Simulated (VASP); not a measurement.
Runs of VASP 6.6.1 on Cu2H3. The structure is that of space group P4/mmm (No. 123), or close to it. The cells are those of the table. 

| task | cell | k mesh | cutoff (eV) | gap on the mesh (eV) | pressure (GPa) | relaxed volume (Å³/atom) |
| --- | --- | --- | --- | --- | --- | --- |
| relaxation of cell and atoms | relaxed from a = 3.640, b = 3.640, c = 3.214 Å, 5 atoms | 10 × 10 × 12 | 600 | none | 0.1 | 8.63 |
| single point | a = 3.674, b = 3.674, c = 3.185 Å, 5 atoms | 10 × 10 × 12 | 520 | none | 0.3 | - |
| relaxation of cell and atoms | relaxed from a = 3.493, b = 3.493, c = 4.743 Å, 5 atoms | 6 × 6 × 4 | 600 | none | 0.1 | (a) |
| single point | a = 3.493, b = 3.493, c = 4.743 Å, 5 atoms | 6 × 6 × 4 | 520 | none | -8.2 | - |
| single point | a = 3.710, b = 3.710, c = 3.158 Å, 5 atoms | 6 × 6 × 4 | 520 | none | 0.3 | - |

Alike in all rows: level PBE; potentials or basis VASP PAW PBE potentials, release 64 (Cu, H); no spin polarisation; smearing gaussian 0.1 eV.

Estimate the missing entries.

(a) 8.72.

Caveats: some runs use coarse meshes; the volume moved by over 15 % at a fixed basis, so the end points are rough (some runs).

A gap of «none» marks levels without a gap at the run's occupations.
